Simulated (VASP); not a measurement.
# NiBH (P4/nmm) in VASP: further runs

Runs on NiBH. Level: PBE. Tasks: single point, relaxation of cell and atoms.

All numbers are computed with VASP 6.6.1; they aren't measurements. Logs are shortened: lines on timing, memory, paths and dates and some standing lists are left out, and cuts for length are marked.

## (1) The cell of the first run

It takes space group P4/nmm (No. 129, tetragonal). Conventional cell: a = 2.917 Å, b = 2.917 Å, c = 5.073 Å, α = 90.00°, β = 90.00°, γ = 90.00°. Ni (site symmetry 4mm) has 1 H at 1.78 Å and 5 B at 2.03 to 2.13 Å within 2.4 Å. Within 1.7 Å of B (site symmetry 4mm) lie 1 H at 1.27 Å. Within 1.7 Å of H (site symmetry 4mm) lie 1 B at 1.27 Å.

## (2) Single point, PBE, collinear spin, ferromagnetic start

Input file INCAR:

```
SYSTEM = NiBH
PREC = Accurate
ENCUT = 520
EDIFF = 1E-6
ISMEAR = 0
SIGMA = 0.15
LREAL = .False.
LASPH = .True.
NELM = 150
ALGO = Normal
ISIF = 2
LWAVE = .False.
LCHARG = .True.
ISPIN = 2
MAGMOM = 2 2 0 0 0 0
LORBIT = 11
LMAXMIX = 4
GGA = PE
LELF = .True.
LVHAR = .True.
NBANDS = 27
```

Input file KPOINTS:

```
Automatic mesh
0
Gamma
  4 4 2
  0 0 0
```

Input file POSCAR:

```
NiBH
1.0
    2.9172759882      0.0000000000      0.0000000000
    0.0000000000      2.9172759882      0.0000000000
    0.0000000000      0.0000000000      5.0725056478
Ni B H
2 2 2
Direct
    0.5000000000      0.0000000000      0.1484768765
    0.0000000000      0.5000000000      0.8515231235
    0.5000000000      0.0000000000      0.7487455809
    0.0000000000      0.5000000000      0.2512544191
    0.5000000000      0.0000000000      0.4993556782
    0.0000000000      0.5000000000      0.5006443218
```

Potentials or basis: VASP PAW PBE potentials, release 64 (Ni, B, H).

On the command line:

```
$ cat potpaw_PBE.64/Ni/POTCAR potpaw_PBE.64/B/POTCAR potpaw_PBE.64/H/POTCAR > POTCAR
$ mpirun -np 1 vasp_std > vasp.out
```

OUTCAR:

```text
SYSTEM = NiBH
   PREC = Accurate
   ENCUT = 520
   EDIFF = 1E-6
   ISMEAR = 0
   LREAL = .False.
   LASPH = .True.
   NELM = 150
   ISIF = 2
   ISPIN = 2
   LORBIT = 11
   GGA = PE

 ion  position               nearest neighbor table
   1  0.500  0.000  0.148-   5 1.78   3 2.03   4 2.13   4 2.13   4 2.13   4 2.13   2 2.55   2 2.55
                             2 2.55   2 2.55
   2  0.000  0.500  0.852-   6 1.78   4 2.03   3 2.13   3 2.13   3 2.13   3 2.13   1 2.55   1 2.55
                             1 2.55   1 2.55
   3  0.500  0.000  0.749-   5 1.27   1 2.03   2 2.13   2 2.13   2 2.13   2 2.13
   4  0.000  0.500  0.251-   6 1.27   2 2.03   1 2.13   1 2.13   1 2.13   1 2.13
   5  0.500  0.000  0.499-   3 1.27   1 1.78
   6  0.000  0.500  0.501-   4 1.27   2 1.78

  LATTYP: Found a simple tetragonal cell.
 ALAT       =     2.9172759882
 C/A-ratio  =     1.7387815443

  Lattice vectors:

 A1 = (   2.9172759882,   0.0000000000,   0.0000000000)
 A2 = (   0.0000000000,   2.9172759882,   0.0000000000)
 A3 = (   0.0000000000,   0.0000000000,   5.0725056478)

Analysis of symmetry for initial positions (statically):
=====================================================================
 Subroutine PRICEL returns:
 Original cell was already a primitive cell.

 Routine SETGRP: Setting up the symmetry group for a
 simple tetragonal supercell.

 Subroutine GETGRP returns: Found 16 space group operations
 (whereof  8 operations were pure point group operations)
 out of a pool of 16 trial point group operations.

The static configuration has the point symmetry D_2d.
 The point group associated with its full space group is D_4h.

Analysis of symmetry for dynamics (positions and initial velocities):
=====================================================================
 Subroutine PRICEL returns:
 Original cell was already a primitive cell.

 Routine SETGRP: Setting up the symmetry group for a
 simple tetragonal supercell.

 Subroutine GETGRP returns: Found 16 space group operations
 (whereof  8 operations were pure point group operations)
 out of a pool of 16 trial point group operations.

The dynamic configuration has the point symmetry D_2d.
 The point group associated with its full space group is D_4h.

Analysis of structural, dynamic, and magnetic symmetry:
=====================================================================
 Subroutine PRICEL returns:
 Original cell was already a primitive cell.

 Routine SETGRP: Setting up the symmetry group for a
 simple tetragonal supercell.

 Subroutine GETGRP returns: Found 16 space group operations
 (whereof  8 operations were pure point group operations)
 out of a pool of 16 trial point group operations.

The overall configuration has the point symmetry D_2d.
 The point group associated with its full space group is D_4h.

 Subroutine INISYM returns: Found 16 space group operations
 (whereof  8 operations are pure point group operations),
 and found     1 'primitive' translations

----------------------------------------------------------------------------------------

                                     Primitive cell

  volume of cell :      43.1696

  direct lattice vectors                    reciprocal lattice vectors
     2.917275988  0.000000000  0.000000000     0.342785531  0.000000000  0.000000000
     0.000000000  2.917275988  0.000000000     0.000000000  0.342785531  0.000000000
     0.000000000  0.000000000  5.072505648     0.000000000  0.000000000  0.197141229

  length of vectors
     2.917275988  2.917275988  5.072505648     0.342785531  0.342785531  0.197141229

  position of ions in fractional coordinates (direct lattice)
     0.500000000  0.000000000  0.148476876
     0.000000000  0.500000000  0.851523124
     0.500000000  0.000000000  0.748745581
     0.000000000  0.500000000  0.251254419
     0.500000000  0.000000000  0.499355678
     0.000000000  0.500000000  0.500644322

  ion indices of the primitive-cell ions
   primitive index   ion index
                 1           1
                 2           2
                 3           3
                 4           4
                 5           5
[... 39 lines left out ...]
  0.250000  0.250000  0.500000      4.000000
  0.500000  0.250000  0.500000      4.000000
  0.500000  0.500000  0.500000      1.000000
   k-points           NKPTS =     12   k-points in BZ     NKDIM =     12   number of bands    NBANDS=     27
   number of dos      NEDOS =    301   number of ions     NIONS =      6
   total plane-waves  NPLWV =  23040
   dimension x,y,z NGX =    24 NGY =   24 NGZ =   40
   dimension x,y,z NGXF=    48 NGYF=   48 NGZF=   80
   ions per type =               2   2   2
   NGX,Y,Z   is equivalent  to a cutoff of  13.68, 13.68, 13.11 a.u.
   NGXF,Y,Z  is equivalent  to a cutoff of  27.35, 27.35, 26.22 a.u.
 SYSTEM =  NiBH
   PREC   = accura    normal or accurate (medium, high low for compatibility)
   ISTART =      0    job   : 0-new  1-cont  2-samecut
   ICHARG =      2    charge: 1-file 2-atom 10-const
   ISPIN  =      2    spin polarized calculation?
   LNONCOLLINEAR =      F non collinear calculations
   LSORBIT =      F    spin-orbit coupling
   LASPH  =      T    aspherical Exc in radial PAW
   ENCUT  =  520.0 eV  38.22 Ry    6.18 a.u.   5.42  5.42  9.43*2*pi/ulx,y,z
   NELM   =    150;   NELMIN=  2; NELMDL= -5     # of ELM steps
   EDIFF  = 0.1E-05   stopping-criterion for ELM
   LREAL  =      F    real-space projection
   EDIFFG = 0.1E-04   stopping-criterion for IOM
   NSW    =      0    number of steps for IOM
   IBRION =     -1    ionic relax: 0-MD 1-quasi-New 2-CG
   NFREE  =      0    steps in history (QN), initial steepest desc. (CG)
   ISIF   =      2    stress and relaxation
   ISYM   =      2    0-nonsym 1-usesym 2-fastsym
   POTIM  = 0.5000    time-step for ionic-motion
   TEBEG  =    0.0;   TEEND  =   0.0 temperature during run
   PSTRESS=    0.0 pullay stress
   NELECT =      28.0000    total number of electrons
   NUPDOWN=      -1.0000    fix difference up-down
   EMIN   =  10.00;   EMAX   =-10.00  energy-range for DOS
   EFERMI =   0.00;   METHOD = LEGACY
   ISMEAR =     0;   SIGMA  =   0.15  broadening in eV -4-tet -1-fermi 0-gaus
   EFERMI_NEDOS =   21; number of points for ismear=-14 and -15
   IALGO  =     38    algorithm
   IMIX   =      4    mixing-type and parameters
     AMIX     =   0.40;   BMIX     =  1.00
     AMIX_MAG =   1.60;   BMIX_MAG =  1.00
  volume/ion in A,a.u.               =       7.19        48.55
  Fermi-wavevector in a.u.,A,eV,Ry     =   1.417104  2.677938 27.322989  2.008183
  Thomas-Fermi vector in A             =   2.538369
   LORBIT       =     11    0 simple, 1 ext, 2 COOP (PROOUT), +10 PAW based schemes
   GGA     = PE    functional components
   LHFCALC =     F    Hartree Fock is set to
   AEXX    =    0.0000 exact exchange contribution
   IVDW    =     0    specifies the selected vdW correction
   LEPSILON=     F    determine dielectric tensor
   LRPA    =     F    only Hartree local field effects (RPA)
 spin polarized calculation
 Gauss-broadening in eV      SIGMA  =   0.15
  energy-cutoff  :      520.00
  volume of cell :       43.17
 maximum number of plane-waves:      1195
 NGX is ok and might be reduce to    24
   NGX = 11   NGY = 11   NGZ = 19

 number of electron      28.0000019 magnetization       0.0030032

 number of electron      28.0000019 magnetization      -0.0000279

 Free energy of the ion-electron system (eV)
  ---------------------------------------------------
  ext. energy  EPLUGINS =         0.00000000
  ---------------------------------------------------
  free energy    TOTEN  =       -30.12176453 eV

  energy without entropy =      -30.10354317  energy(sigma->0) =      -30.11265385

 E-fermi :   7.2137     XC(G=0): -12.2254

 val. band max:        7.0807652654   @ k =   0.2500   0.0000   0.5000
 cond. band min:       7.2374685765   @ k =   0.5000   0.0000   0.0000
 fundamental gap:      0.1567033111
 Fermi energy:         7.2136794563

 spin component 1

 k-point     1 :       0.0000    0.0000    0.0000
  band No.  band energies     occupation
      1      -5.4939      1.00000
      2      -1.1411      1.00000
      3      -0.7273      1.00000
      4       3.3178      1.00000
      5       4.4584      1.00000
      6       4.5834      1.00000
[... 337 lines left out ...]
     25      19.1812      0.00000
     26      19.1812      0.00000
 Fermi energy:         7.2136794563

 spin component 2

 k-point     1 :       0.0000    0.0000    0.0000
  band No.  band energies     occupation
      1      -5.4938      1.00000
      2      -1.1409      1.00000
      3      -0.7271      1.00000
      4       3.3176      1.00000
      5       4.4584      1.00000
      6       4.5834      1.00000
[... 337 lines left out ...]
     25      19.1815      0.00000
     26      19.1815      0.00000
 [bands above 26 left out]

------------------------ aborting loop because EDIFF is reached ----------------------------------------

  FORCE on cell =-STRESS in cart. coord.  units (eV):
  Direction    XX          YY          ZZ          XY          YZ          ZX
  --------------------------------------------------------------------------------------
  -------------------------------------------------------------------------------------
  Total       -0.0237482     -0.0237482      0.0035085      0.0000000      0.0000000      0.0000000
  in kB       -0.8813819     -0.8813819      0.1302118      0.0000000      0.0000000      0.0000000
  external PRESSURE =      -0.5441840 kB  Pullay stress =       0.0000000 kB

 VOLUME and BASIS-vectors are now :
 -----------------------------------------------------------------------------
  energy-cutoff  :      520.00
  volume of cell :       43.17
      direct lattice vectors                 reciprocal lattice vectors
     2.917275988  0.000000000  0.000000000     0.342785531  0.000000000  0.000000000
     0.000000000  2.917275988  0.000000000     0.000000000  0.342785531  0.000000000
     0.000000000  0.000000000  5.072505648     0.000000000  0.000000000  0.197141229

 POSITION                                       TOTAL-FORCE (eV/Angst)
 -----------------------------------------------------------------------------------
      1.45864      0.00000      0.75315        -0.000000     -0.000000     -0.015203
      0.00000      1.45864      4.31936         0.000000      0.000000      0.015203
      1.45864      0.00000      3.79802         0.000000     -0.000000     -0.038596
      0.00000      1.45864      1.27449        -0.000000     -0.000000      0.038596
      1.45864      0.00000      2.53298        -0.000000     -0.000000      0.013375
      0.00000      1.45864      2.53952        -0.000000     -0.000000     -0.013375
 -----------------------------------------------------------------------------------
    total drift:                                0.000000      0.000000     -0.000000

  FREE ENERGIE OF THE ION-ELECTRON SYSTEM (eV)
  ---------------------------------------------------
  free  energy   TOTEN  =       -30.1217645269 eV

  energy  without entropy=      -30.1035431678  energy(sigma->0) =      -30.11265385

 total charge

# of ion       s       p       d       tot
------------------------------------------
    1        0.495   0.606   8.442   9.542
    2        0.495   0.606   8.442   9.542
    3        0.734   1.048   0.000   1.782
    4        0.734   1.048   0.000   1.782
    5        0.584   0.026   0.000   0.610
    6        0.584   0.026   0.000   0.610
--------------------------------------------------
tot          3.626   3.360  16.883  23.869

 magnetization (x)

# of ion       s       p       d       tot
------------------------------------------
    1        0.000   0.000  -0.000  -0.000
    2        0.000   0.000  -0.000  -0.000
    3        0.000   0.000   0.000   0.000
    4        0.000   0.000   0.000   0.000
    5       -0.000   0.000   0.000  -0.000
    6       -0.000   0.000   0.000  -0.000
--------------------------------------------------
tot          0.000   0.000  -0.000   0.000
```

Run time: 32 s. Hardware: 1 thread of Intel Xeon 6975P-C, shared host; peak memory 0.18 GiB.

What came out:

```
Free energy                                           : -30.1218 eV
Pressure                                              : -0.1 GPa
Largest force                                         : 0.039 eV/Å
Band gap on the k mesh                                : zero (filled and empty bands overlap)
Net moment                                            : 0.00 μB per cell
Valence electrons inside the program's atomic spheres : Ni 9.54; B 1.78; H 0.61
```

Forces in eV/Å, atoms in the order of the input:
```
Ni   0.000  0.000 -0.015
Ni   0.000  0.000  0.015
B    0.000  0.000 -0.039
B    0.000  0.000  0.039
H    0.000  0.000  0.013
H    0.000  0.000 -0.013
```

Stress tensor (GPa, compression positive):
```
-0.09  0.00  0.00
 0.00 -0.09  0.00
 0.00  0.00  0.01
```

Caveat: the k points lie up to 0.62 Å⁻¹ apart; the starting moments collapsed, and a magnetic state may lie lower.

## (3) Relaxation of cell and atoms, PBE, collinear spin, ferromagnetic start

This run uses another cell than the first one, of 8.67 Å³/atom, 1.206 times its volume.

Input file INCAR:

```
SYSTEM = NiBH
  ALGO = Normal
  EDIFF = 1E-6
  EDIFFG = -0.08
  ENCUT = 600
  GGA = PE
  IBRION = 2
  ISIF = 3
  ISMEAR = 0
  ISPIN = 2
  LASPH = .True.
  LCHARG = .False.
  LMAXMIX = 4
  LORBIT = 11
  LREAL = .False.
  LWAVE = .False.
  MAGMOM = 2 2 0 0 0 0
  NELM = 150
  NSW = 36
  PREC = Accurate
  SIGMA = 0.15
```

Input file KPOINTS:

```
k-points
0
Gamma
  4 4 2
  0 0 0
```

Input file POSCAR:

```
NiBH
1.0
    2.9400842900      0.0000000000      0.0000000000
    0.0000000000      2.9400842900      0.0000000000
    0.0000000000      0.0000000000      6.0213215400
Ni B H
2 2 2
Direct
    0.5000000000      0.0000000000      0.1681000000
    0.0000000000      0.5000000000      0.8319000000
    0.5000000000      0.0000000000      0.8306599900
    0.0000000000      0.5000000000      0.1693400100
    0.5000000000      0.0000000000      0.4480800000
    0.0000000000      0.5000000000      0.5519200000
```

Potentials or basis: VASP PAW PBE potentials, release 64 (Ni, B, H).

On the command line:

```
$ cat potpaw_PBE.64/Ni/POTCAR potpaw_PBE.64/B/POTCAR potpaw_PBE.64/H/POTCAR > POTCAR
$ mpirun -np 1 vasp_std > vasp.out
```

Wall time 8 min (1 thread of Intel Xeon 6975P-C, shared host); peak memory 0.21 GiB.

Results (log left out):

```yaml
Free_energy: -30.1257 eV
Relaxed_volume: 7.20 Å³/atom
Relaxed_cell: a = 2.916 Å, b = 2.916 Å, c = 5.076 Å, α = 90.00°, β = 90.00°, γ = 90.00°
Space_group_after_relaxing_to_0.05_Å: P4/nmm (No. 129)
Energy_gained_by_relaxing: 422.9 meV/atom
Ionic_steps: 27
Pressure_after_relaxing: -0.5 GPa
Largest_force_after_relaxing: 0.071 eV/Å
Band_gap_on_the_k_mesh: zero (filled and empty bands overlap)
Net_moment: 0.00 μB per cell
Valence_electrons_inside_the_program's_atomic_spheres: Ni 9.54; B 1.78; H 0.61
```

Forces in eV/Å, atoms in the order of the input:
```
Ni   0.000  0.000 -0.021
Ni   0.000  0.000  0.021
B    0.000  0.000  0.071
B    0.000  0.000 -0.071
H    0.000  0.000  0.029
H    0.000  0.000 -0.029
```

Stress tensor (GPa, compression positive):
```
-0.50  0.00  0.00
 0.00 -0.50  0.00
 0.00  0.00 -0.63
```

The path:
```csv
step,energy change (eV),largest force (eV/Å),pressure (GPa),volume (Å³)
1,0.0000,1.6165,-12.27,52.05
2,-0.5879,1.5414,0.78,47.20
3,-0.6324,1.5181,7.56,45.58
4,-0.9535,0.9119,2.82,45.82
5,-1.0418,0.7150,-0.77,46.00
6,-1.0435,0.6779,-1.26,46.03
7,-1.1085,0.2248,-2.41,45.55
8,-1.2449,0.9851,-2.97,44.41
9,-1.2630,1.1033,-2.75,44.29
10,-1.3096,1.4818,-2.21,43.91
11,-1.3589,2.3608,0.37,43.15
12,-1.4592,2.4108,0.77,42.90
13,-1.7372,2.4924,3.50,42.11
14,-1.9859,2.4397,17.76,40.39
15,-1.9939,2.4536,9.89,41.22
16,-2.0404,2.4237,13.05,40.85
17,-2.2372,1.4975,7.97,41.53
18,-2.2851,1.3781,4.75,42.11
19,-2.3754,0.9188,1.40,42.60
20,-2.4425,0.7178,-3.70,43.48
21,-2.4433,0.7517,-4.15,43.57
22,-2.4775,0.6284,-2.65,43.24
23,-2.5183,0.3592,1.09,42.50
24,-2.5204,0.2838,2.12,42.29
25,-2.5309,0.1464,1.35,42.57
26,-2.5336,0.2456,0.63,42.85
27,-2.5374,0.0710,-0.54,43.17
```

Final structure:
```
Ni B H
1.0
     2.91635    0.00000    0.00000
     0.00000    2.91635    0.00000
     0.00000    0.00000    5.07630
Ni B H
2 2 2
Direct
  0.50000 0.00000 0.14841
  0.00000 0.50000 0.85159
  0.50000 0.00000 0.74691
  0.00000 0.50000 0.25309
  0.50000 0.00000 0.49772
  0.00000 0.50000 0.50228
```

Levels at points of the mesh, in eV from the Fermi level:
Spin up:
```
           k point  band 10  band 11  band 12  band 13  band 14  band 15  band 16  band 17  band 18  band 19
(0.00, 0.00, 0.00)    -2.09    -2.09    -1.86    -1.67    -1.19     1.46     1.46     4.54     4.54     7.41
(0.50, 0.00, 0.00)    -2.30    -1.71    -1.71    -1.49    -1.49     0.02     0.02     5.80     5.80     9.83
(0.50, 0.50, 0.00)    -3.51    -1.95    -1.95    -1.44    -1.44     1.73     1.73     2.29     2.29     4.36
(0.00, 0.00, 0.50)    -2.28    -2.28    -1.67    -1.60     2.22     2.22     2.45     2.48     3.73     3.73
(0.50, 0.00, 0.50)    -2.27    -1.66    -1.66    -1.26    -1.26     1.63     1.63     5.91     5.91     7.55
(0.50, 0.50, 0.50)    -2.85    -1.44    -1.44    -1.38    -1.38     1.01     1.01     2.25     2.25     6.31
```
Spin down:
```
           k point  band 11  band 12  band 13  band 14  band 15  band 16  band 17  band 18
(0.00, 0.00, 0.00)    -2.09    -1.86    -1.67    -1.19     1.46     1.46     4.54     4.54
(0.50, 0.00, 0.00)    -1.71    -1.71    -1.49    -1.49     0.02     0.02     5.80     5.80
(0.50, 0.50, 0.00)    -1.95    -1.95    -1.44    -1.44     1.73     1.73     2.29     2.29
(0.00, 0.00, 0.50)    -2.28    -1.67    -1.60     2.22     2.22     2.45     2.48     3.73
(0.50, 0.00, 0.50)    -1.66    -1.66    -1.26    -1.26     1.63     1.63     5.91     5.91
(0.50, 0.50, 0.50)    -1.44    -1.44    -1.38    -1.38     1.01     1.01     2.25     2.25
```

Caveat: the k points lie up to 0.62 Å⁻¹ apart in the final cell; the starting moments collapsed, and a magnetic state may lie lower; the volume moved by over 15 % at a fixed basis, so the end points are rough; the relaxation stopped at a loose force limit of 0.08 eV/Å, so its end isn't a converged minimum.
